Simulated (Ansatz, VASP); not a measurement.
## One calculation of ZrN, two programs

```
CELL_PARAMETERS angstrom
0.00000 2.27659 2.27659
2.27659 0.00000 2.27659
2.27659 2.27659 0.00000
ATOMIC_POSITIONS crystal
Zr 0.00000 0.00000 0.00000
N 0.50000 0.50000 0.50000
```

Change from the starting cell: volume scaled by 0.99, crystal datasets.

Alike in both runs: task electric field gradients; functional PBEsol; k mesh 9 × 9 × 9; occupations fermi-dirac, width 0.01 eV; no spin polarisation.

```csv
,VASP,Ansatz
version,VASP 6.6.1,Ansatz 0.2.0
potentials or method,"VASP PAW PBE potentials, release 64 (Zr_sv, N), cutoff 520 eV","all-electron PAW with datasets made for the crystal, scalar-relativistic"
```

```csv
,VASP,Ansatz,Ansatz less VASP
pressure (GPa),0.2,-0.1,-0.36
```

VASP's potentials were made for PBE, not for PBEsol. Ansatz ran all-electron here, and VASP with PAW potentials.
